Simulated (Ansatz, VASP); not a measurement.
# Two plane-wave programs on Mo

Contents of INCAR:

```
SYSTEM = Mo
ALGO = Fast
EDIFF = 1E-7
EDIFFG = -0.04
ENCUT = 600
GGA = PS
IBRION = 2
ISIF = 3
ISMEAR = 0
LASPH = .True.
LCHARG = .False.
LREAL = .False.
LWAVE = .False.
NELM = 60
NSW = 90
PREC = Accurate
SIGMA = 0.1
```

File KPOINTS:

```
k-points
0
Gamma
  9 9 2
  0 0 0
```

File POSCAR:

```
Mo
1.0
    2.8460933703      0.0000000000      0.0000000000
   -1.4230466851      2.4647891602      0.0000000000
    0.0000000000      0.0000000000      9.1006514900
Mo
4
Direct
    0.3333333333      0.6666666667      0.3823097641
    0.6666666667      0.3333333333      0.8823097641
    0.6666666667      0.3333333333      0.6176902359
    0.3333333333      0.6666666667      0.1176902359
```

Input for Ansatz:

```yaml
crystal:
  lattice:
    - [2.8460933703, 0.0, 0.0]
    - [-1.4230466851, 2.4647891602, 0.0]
    - [0.0, 0.0, 9.10065149]
  atoms:
    - { symbol: Mo, position: [0.3333333333, 0.6666666667, 0.3823097641] }
    - { symbol: Mo, position: [0.6666666667, 0.3333333333, 0.8823097641] }
    - { symbol: Mo, position: [0.6666666667, 0.3333333333, 0.6176902359] }
    - { symbol: Mo, position: [0.3333333333, 0.6666666667, 0.1176902359] }
basis:
  ecutwfc: 420
kpoints:
  mp_grid: { grid: [9, 9, 2] }
hamiltonian:
  xc: pbesol
scf:
  occupations: { method: gaussian, width: 0.1 }
  lower_state_search: "off"
output:
  forces: true
  stress: true
  eigenvalues: true
relax:
  adjacent_minimum: "off"
  f_tol: 0.04
  max_steps: 70
  cell: { stress_tol: 0.4 }
```

Alike in both runs: task relaxation of cell and atoms; functional PBEsol; k mesh 9 × 9 × 2; occupations gaussian, width 0.1 eV; no spin polarisation.

```csv
,VASP,Ansatz
version,VASP 6.6.1,Ansatz 0.2.0
potentials or method,"VASP PAW PBE potentials, release 64 (Mo_sv), cutoff 600 eV","scalar-relativistic, plane waves, PAW"
valence electrons in the cell,56,56
```

Ansatz gave:

* gap on the k mesh at the Fermi level, each at its own relaxed structure (eV): none
* relaxed volume (Å³/atom): 15.94
* relaxed cell length with the largest relative difference (Å): 9.805

**Question.** Which values does VASP return?

**Answer.** gap on the k mesh at the Fermi level, each at its own relaxed structure (eV): none; relaxed volume (Å³/atom): 15.97; relaxed cell length with the largest relative difference (Å): 9.828.

VASP's potentials were made for PBE, not for PBEsol. A gap of «none» marks a metal or a gap that the smearing closes.
